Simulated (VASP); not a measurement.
Write the native input for VASP 6.6.1 that does the following.

| Item | Value |
| --- | --- |
| Task | relaxation of cell and atoms |
| Functional | PBEsol |
| Potentials or basis | VASP PAW PBE potentials, release 64 (K_sv) |
| Cutoff | 600 eV |
| k mesh | 15 × 15 × 14 |
| Occupations | gaussian, width 0.1 eV |
| Spin | no spin polarisation |
| Dipole correction | no |
| Further INCAR settings | ALGO = Fast; EDIFF = 1e-06; IBRION = 2; EDIFFG = -0.01; NSW = 100; ISIF = 3 |

The structure of K lies in POSCAR:

```
K
1.0
    4.5808185515      0.0000000000      0.0000000000
   -2.2904092758      3.9671052357      0.0000000000
    0.0000000000      0.0000000000      4.2802023341
K
1
Direct
    0.0000000000      0.0000000000      0.0000000000
```

This isn't the form of K at room conditions, which is bcc.

These files were run (other wordings do the same):

INCAR

```
ALGO = Fast
EDIFF = 1E-6
EDIFFG = -0.01
ENCUT = 600
GGA = PS
IBRION = 2
ISIF = 3
ISMEAR = 0
LASPH = T
LCHARG = F
LREAL = F
LWAVE = F
NELM = 80
NSW = 100
PREC = Accurate
SIGMA = 0.1
```

KPOINTS

```
k-points
0
Gamma
  15 15 14
```

Potentials or basis: VASP PAW PBE potentials, release 64 (K_sv).

Command:

```console
$ cat potpaw_PBE.64/K_sv/POTCAR > POTCAR
$ mpirun -np 1 vasp_std > vasp.out
```

It gave:

```
Relaxed volume                        : 73.34 Å³/atom
Relaxed cell                          : a = 4.486 Å, b = 4.486 Å, c = 4.209 Å, α = 90.00°, β = 90.00°, γ = 120.00°
Space group after relaxing (to 0.1 Å) : P6/mmm (No. 191)
Energy gained by relaxing             : 2.5 meV/atom
Ionic steps                           : 11
Pressure after relaxing               : 0.0 GPa
Band gap on the k mesh                : zero (an odd number of electrons rules out a gap without spin polarisation)
```

Caveat: the PAW data sets were made with another functional, which shifts forces and pressure a little.

Run time: 19 min on 1 thread of Intel(R) Xeon(R) Platinum 8259CL CPU @ 2.50GHz (Skylake/Cascade Lake) (shared host), peak memory 0.37 GiB.
